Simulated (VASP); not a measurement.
# NaCl in VASP: single point with PBE

Aim: the single point of NaCl with PBE.

Everything below comes from runs of VASP 6.6.1. Logs are shortened: lines on timing, memory, paths and dates and some standing lists are left out, and cuts for length are marked.

## 1. The cell of the first run

The cell holds a disordered packing, 10 atoms: a = 7.060 Å, b = 3.867 Å, c = 9.070 Å, α = 77.71°, β = 82.32°, γ = 106.02°.

## 2. Single point, PBE

INCAR

```
SYSTEM = NaCl
PREC     = Accurate       ! precision mode
ENCUT    = 520            ! plane-wave cutoff, eV
EDIFF    = 1E-7           ! SCF threshold, eV
ISMEAR   = 0              ! smearing method
SIGMA    = 0.1            ! smearing width, eV
LREAL    = .FALSE.        ! projectors in reciprocal space
LASPH    = .TRUE.         ! aspherical terms in the spheres
NELM     = 100            ! most SCF steps
ALGO     = Normal         ! electronic algorithm
ISIF     = 2              ! what is computed and relaxed
LWAVE    = .FALSE.        ! write WAVECAR
LCHARG   = .FALSE.        ! write CHGCAR
GGA      = PE             ! functional
ISYM     = 0            
NBANDS   = 46             ! bands
```

KPOINTS

```
Automatic mesh
0
Gamma
  2 2 1
  0.5 0.5 0
```

POSCAR

```
NaCl
1.0
    6.9870351325     -0.8234572550      0.5858461744
   -0.6855802143      3.7582214252      0.5997829060
    0.5433371056      0.6446758312      9.0302568586
Na Cl
5 5
Direct
    0.0352126079     -0.1035537350      0.7376776900
    0.2353345444      0.6962010588      0.3375255253
    0.8352767370      1.0962334520      0.1376059304
    0.6354997119      0.2964699339      0.5375015943
    0.4352871933      0.4965190214      0.9376390536
    0.7352287136      0.1965583420      0.8376033701
    0.5353039577      0.3961474171      0.2376188537
    1.1353078529      0.7963745038      0.0376189600
    0.3354076623      0.5964968138      0.6375245183
    0.9353501643     -0.0038295929      0.4375816880
```

Potentials or basis: VASP PAW PBE potentials, release 64 (Na_pv, Cl).

Launch:

```
cat potpaw_PBE.64/Na_pv/POTCAR potpaw_PBE.64/Cl/POTCAR > POTCAR
mpirun -np 1 vasp_std > vasp.out
```

OUTCAR:

```text
SYSTEM = NaCl
   PREC = Accurate
   ENCUT = 520
   EDIFF = 1E-7
   ISMEAR = 0
   LREAL = .FALSE.
   LASPH = .TRUE.
   NELM = 100
   ISIF = 2
   GGA = PE
   ISYM = 0

 ion  position               nearest neighbor table
   1  0.035  0.896  0.738-
   2  0.235  0.696  0.338-
   3  0.835  0.096  0.138-
   4  0.635  0.296  0.538-
   5  0.435  0.497  0.938-
   6  0.735  0.197  0.838-
   7  0.535  0.396  0.238-
   8  0.135  0.796  0.038-
   9  0.335  0.596  0.638-
  10  0.935  0.996  0.438-

IMPORTANT INFORMATION: All symmetrisations will be switched off!
NOSYMM: (Re-)initialisation of all symmetry stuff for point group C_1.

----------------------------------------------------------------------------------------

                                     Primitive cell

  volume of cell :     227.6007

  direct lattice vectors                    reciprocal lattice vectors
     6.987035132 -0.823457255  0.585846174     0.147411829  0.028632816 -0.010913665
    -0.685580214  3.758221425  0.599782906     0.034330784  0.275818145 -0.021756467
     0.543337106  0.644675831  9.030256859    -0.011843702 -0.020177215  0.112891903

  length of vectors
     7.059742030  3.867038666  9.069529264     0.150562923  0.278796693  0.115290829

  position of ions in fractional coordinates (direct lattice)
     0.035212608  0.896446265  0.737677690
     0.235334544  0.696201059  0.337525525
     0.835276737  0.096233452  0.137605930
     0.635499712  0.296469934  0.537501594
     0.435287193  0.496519021  0.937639054
     0.735228714  0.196558342  0.837603370
     0.535303958  0.396147417  0.237618854
     0.135307853  0.796374504  0.037618960
     0.335407662  0.596496814  0.637524518
     0.935350164  0.996170407  0.437581688

  ion indices of the primitive-cell ions
   primitive index   ion index
                 1           1
                 2           2
                 3           3
                 4           4
                 5           5
                 6           6
                 7           7
                 8           8
                 9           9
                10          10

----------------------------------------------------------------------------------------

 KPOINTS: Automatic mesh

Automatic generation of k-mesh.
 Grid dimensions read from file:
 generate k-points for:    2    2    1

 Generating k-lattice:

  Cartesian coordinates                     Fractional coordinates (reciprocal lattice)
     0.073705915  0.014316408 -0.005456833     0.500000000 -0.000000000  0.000000000
     0.017165392  0.137909073 -0.010878233    -0.000000000  0.500000000 -0.000000000
    -0.011843702 -0.020177215  0.112891903     0.000000000  0.000000000  1.000000000

  Length of vectors
     0.075281461  0.139398346  0.115290829

  Shift w.r.t. Gamma in fractional coordinates (k-lattice)
     0.500000000  0.500000000  0.000000000

 Subroutine IBZKPT returns following result:
 ===========================================

 Found      2 irreducible k-points:

 Following reciprocal coordinates:
            Coordinates               Weight
  0.250000  0.250000  0.000000      2.000000
 -0.250000  0.250000  0.000000      2.000000
   k-points           NKPTS =      2   k-points in BZ     NKDIM =      2   number of bands    NBANDS=     46
   number of dos      NEDOS =    301   number of ions     NIONS =     10
   total plane-waves  NPLWV = 113400
   dimension x,y,z NGX =    54 NGY =   30 NGZ =   70
   dimension x,y,z NGXF=   108 NGYF=   60 NGZF=  140
   ions per type =               5   5
   NGX,Y,Z   is equivalent  to a cutoff of  12.72, 12.90, 12.83 a.u.
   NGXF,Y,Z  is equivalent  to a cutoff of  25.43, 25.79, 25.66 a.u.
 SYSTEM =  NaCl
   PREC   = accura    normal or accurate (medium, high low for compatibility)
   ISTART =      0    job   : 0-new  1-cont  2-samecut
   ICHARG =      2    charge: 1-file 2-atom 10-const
   ISPIN  =      1    spin polarized calculation?
   LNONCOLLINEAR =      F non collinear calculations
   LSORBIT =      F    spin-orbit coupling
   LASPH  =      T    aspherical Exc in radial PAW
   ENCUT  =  520.0 eV  38.22 Ry    6.18 a.u.  13.13  7.19 16.86*2*pi/ulx,y,z
   NELM   =    100;   NELMIN=  2; NELMDL= -5     # of ELM steps
   EDIFF  = 0.1E-06   stopping-criterion for ELM
   LREAL  =      F    real-space projection
   EDIFFG = 0.1E-05   stopping-criterion for IOM
   NSW    =      0    number of steps for IOM
   IBRION =     -1    ionic relax: 0-MD 1-quasi-New 2-CG
   NFREE  =      0    steps in history (QN), initial steepest desc. (CG)
   ISIF   =      2    stress and relaxation
   ISYM   =      0    0-nonsym 1-usesym 2-fastsym
   POTIM  = 0.5000    time-step for ionic-motion
   TEBEG  =    0.0;   TEEND  =   0.0 temperature during run
   PSTRESS=    0.0 pullay stress
   NELECT =      70.0000    total number of electrons
   NUPDOWN=      -1.0000    fix difference up-down
   EMIN   =  10.00;   EMAX   =-10.00  energy-range for DOS
   EFERMI =   0.00;   METHOD = LEGACY
   ISMEAR =     0;   SIGMA  =   0.10  broadening in eV -4-tet -1-fermi 0-gaus
   EFERMI_NEDOS =   21; number of points for ismear=-14 and -15
   IALGO  =     38    algorithm
   IMIX   =      4    mixing-type and parameters
     AMIX     =   0.40;   BMIX     =  1.00
     AMIX_MAG =   1.60;   BMIX_MAG =  1.00
  volume/ion in A,a.u.               =      22.76       153.59
  Fermi-wavevector in a.u.,A,eV,Ry     =   1.105053  2.088247 16.614636  1.221141
  Thomas-Fermi vector in A             =   2.241534
   LORBIT       =      0    0 simple, 1 ext, 2 COOP (PROOUT), +10 PAW based schemes
   GGA     = PE    functional components
   LHFCALC =     F    Hartree Fock is set to
   AEXX    =    0.0000 exact exchange contribution
   IVDW    =     0    specifies the selected vdW correction
   LEPSILON=     F    determine dielectric tensor
   LRPA    =     F    only Hartree local field effects (RPA)
 non-spin polarized calculation
 Gauss-broadening in eV      SIGMA  =   0.10
  energy-cutoff  :      520.00
  volume of cell :      227.60
 maximum number of plane-waves:      6131
 NGX is ok and might be reduce to    54
   NGX = 27   NGY = 15   NGZ = 33

 number of electron      70.0000005 magnetization

 Free energy of the ion-electron system (eV)
  ---------------------------------------------------
  ext. energy  EPLUGINS =         0.00000000
  ---------------------------------------------------
  free energy    TOTEN  =       -34.11183366 eV

  energy without entropy =      -34.11183366  energy(sigma->0) =      -34.11183366

 E-fermi :  -0.4794     XC(G=0):  -8.1134

 val. band max:       -0.9951995523   @ k =  -0.2500   0.2500   0.0000
 cond. band min:       5.4666325559   @ k =  -0.2500   0.2500   0.0000
 fundamental gap:      6.4618321082
 Fermi energy:        -0.4794302599

 k-point     1 :       0.2500    0.2500    0.0000
  band No.  band energies     occupation
      1     -21.6799      2.00000
      2     -21.6775      2.00000
      3     -21.6732      2.00000
      4     -21.6724      2.00000
      5     -21.6713      2.00000
      6     -21.6701      2.00000
[... 38 lines left out ...]
     45       8.9815      0.00000
     46       9.0105      0.00000

 k-point     2 :      -0.2500    0.2500    0.0000
  band No.  band energies     occupation
      1     -21.6785      2.00000
      2     -21.6768      2.00000
      3     -21.6739      2.00000
      4     -21.6722      2.00000
      5     -21.6713      2.00000
      6     -21.6696      2.00000
[... 38 lines left out ...]
     45       8.9527      0.00000
     46       9.1744      0.00000

------------------------ aborting loop because EDIFF is reached ----------------------------------------

  FORCE on cell =-STRESS in cart. coord.  units (eV):
  Direction    XX          YY          ZZ          XY          YZ          ZX
  --------------------------------------------------------------------------------------
  -------------------------------------------------------------------------------------
  Total       -0.0132473     -0.2324773      0.0391911      0.0938343     -0.0325575     -0.0069178
  in kB       -0.0932537     -1.6365056      0.2758823      0.6605394     -0.2291858     -0.0486975
  external PRESSURE =      -0.4846256 kB  Pullay stress =       0.0000000 kB

 VOLUME and BASIS-vectors are now :
 -----------------------------------------------------------------------------
  energy-cutoff  :      520.00
  volume of cell :      227.60
      direct lattice vectors                 reciprocal lattice vectors
     6.987035132 -0.823457255  0.585846174     0.147411829  0.028632816 -0.010913665
    -0.685580214  3.758221425  0.599782906     0.034330784  0.275818145 -0.021756467
     0.543337106  0.644675831  9.030256859    -0.011843702 -0.020177215  0.112891903

 POSITION                                       TOTAL-FORCE (eV/Angst)
 -----------------------------------------------------------------------------------
      0.03225      3.81561      7.21972         0.002412      0.000239     -0.001307
      1.35038      2.64028      3.60338        -0.000063      0.000115      0.001773
      5.84490     -0.23744      1.78968         0.000142      0.000200      0.000006
      4.52905      0.93741      5.40390        -0.002700     -0.000765      0.001227
      3.21042      2.11206      9.01994         0.000201     -0.000448     -0.001293
      5.45741      0.67326      8.11240         0.001388     -0.000628      0.000302
      3.59770      1.20120      2.69697         0.000375      0.000867     -0.001154
      0.41986      2.90578      0.89663        -0.000758     -0.000068     -0.000547
      2.28095      2.37657      6.31128        -0.001371     -0.000492      0.001159
      6.09012      3.25571      5.09693         0.000373      0.000981     -0.000167
 -----------------------------------------------------------------------------------
    total drift:                               -0.000155      0.000848      0.001803

  FREE ENERGIE OF THE ION-ELECTRON SYSTEM (eV)
  ---------------------------------------------------
  free  energy   TOTEN  =       -34.1118336554 eV

  energy  without entropy=      -34.1118336554  energy(sigma->0) =      -34.11183366
```

Wall time 16 s (1 thread of Intel Xeon 6975P-C (Granite Rapids), shared host); peak memory 0.31 GiB.

What came out:

```
Free energy            : -34.1118 eV
Pressure               : 0.0 GPa
Largest force          : 0.003 eV/Å
Band gap on the k mesh : 6.46 eV
```

Forces on the atoms (eV/Å):
```
Na   0.002  0.000 -0.001
Na   0.000  0.000  0.002
Na   0.000  0.000  0.000
Na  -0.003 -0.001  0.001
Na   0.000  0.000 -0.001
Cl   0.001 -0.001  0.000
Cl   0.000  0.001 -0.001
Cl  -0.001  0.000 -0.001
Cl  -0.001  0.000  0.001
Cl   0.000  0.001  0.000
```

Stress tensor (GPa, compression positive):
```
-0.01  0.07  0.00
 0.07 -0.16 -0.02
 0.00 -0.02  0.03
```

Caveat: the k points lie up to 0.85 Å⁻¹ apart.
